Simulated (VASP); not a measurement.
Wanted: the native input for a VASP 6.6.1 run.

* Task: single point
* Functional: PBE
* Potentials or basis: VASP PAW PBE potentials, release 64 (Al, N)
* Cutoff: 520 eV
* k mesh: 9 × 9 × 6
* Occupations: gaussian, width 0.05 eV
* Spin: no spin polarisation
* Dipole correction: no
* Further INCAR settings: ALGO = Normal; EDIFF = 1e-06; NBANDS = 16

The structure of AlN lies in POSCAR:

```
AlN
1.0
    3.2581442357      0.0000000000      0.0000000000
   -1.6290721178      2.8216356773      0.0000000000
    0.0000000000      0.0000000000      4.1176574847
Al N
2 2
Direct
    0.3333333333      0.6666666667      0.7500000000
    0.6666666667      0.3333333333      0.2500000000
    0.3333333333      0.6666666667      0.2500000000
    0.6666666667      0.3333333333      0.7500000000
```

These files were run (other wordings do the same):

INCAR

```
ALGO = Normal
EDIFF = 1E-6
ENCUT = 520
GGA = PE
ISIF = 2
ISMEAR = 0
LASPH = True
LCHARG = True
LELF = True
LREAL = False
LVHAR = True
LWAVE = False
NBANDS = 16
NELM = 60
PREC = Accurate
SIGMA = 0.05
```

KPOINTS

```
k-points
0
Gamma
  9 9 6
```

Potentials or basis: VASP PAW PBE potentials, release 64 (Al, N).

The run is started by

```bash
$ cat potpaw_PBE.64/Al/POTCAR potpaw_PBE.64/N/POTCAR > POTCAR
$ mpirun -np 1 vasp_std > vasp.out
```

It gave:

```json
{
 "Pressure": "11.4 GPa",
 "Band gap on the k mesh": "3.64 eV, direct"
}
```

Wall time 7.9 s on 1 thread of Intel(R) Xeon(R) 6975P-C (Granite Rapids), on a shared host, peak memory 0.15 GiB.
